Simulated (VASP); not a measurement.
A run of VASP 6.6.1 is set up as follows.

The input INCAR:

```
SYSTEM = HC12
PREC = Accurate
ENCUT = 520
EDIFF = 1E-6
ISMEAR = 0
SIGMA = 0.05
LREAL = .FALSE.
LASPH = .TRUE.
NELM = 80
ALGO = Normal
ISIF = 2
LWAVE = .FALSE.
LCHARG = .FALSE.
GGA = PE
NBANDS = 36
NELECT = 48.0
```

KPOINTS

```
Automatic mesh
0
G
  6 6 6
  0 0 0
```

POSCAR

```
HC12
1.0
   -3.5715485858     -1.7857742929     -1.7857742929
   -1.7857742929     -3.5715485858      1.7857742929
   -3.5715485858      1.7857742929      1.7857742929
C H
12 1
Direct
    0.9166666667      0.6666666667      0.2500000000
    0.5833333333      0.3333333333      0.2500000000
    0.2500000000      0.0000000000      0.2500000000
    0.0833333333      0.3333333333      0.7500000000
    0.7500000000      0.0000000000      0.7500000000
    0.4166666667      0.6666666667      0.7500000000
    0.5416666667      0.6666666667      0.3750000000
    0.2083333333      0.3333333333      0.3750000000
    0.8750000000      0.0000000000      0.3750000000
    0.7083333333      0.3333333333      0.8750000000
    0.3750000000      0.0000000000      0.8750000000
    0.0416666667      0.6666666667      0.8750000000
    0.7708333333      0.7083333333      0.0625000000
```

Potentials or basis: VASP PAW PBE potentials, release 64 (C, H).

Command:

```sh
$ cat potpaw_PBE.64/C/POTCAR potpaw_PBE.64/H/POTCAR > POTCAR
$ mpirun -np 1 vasp_std > vasp.out
```

What does it give for the largest force?

5.194 eV/Å.

Forces on the atoms (eV/Å):
```
C   -4.938  1.323  0.919
C    0.153  0.148  0.014
C    0.286  0.016  0.465
C    0.460  0.129 -0.418
C    0.811 -1.024  0.226
C   -0.917 -0.196  0.017
C    0.777  1.963  1.662
C    0.107  0.136 -0.395
C    0.057 -0.215  0.006
C    0.150  0.189 -0.114
C    0.423 -0.153  0.228
C    0.995 -2.982 -4.105
H    1.637  0.668  1.494
```

Caveat: the cell carries a net charge on a neutralising background, which shifts energy and pressure.
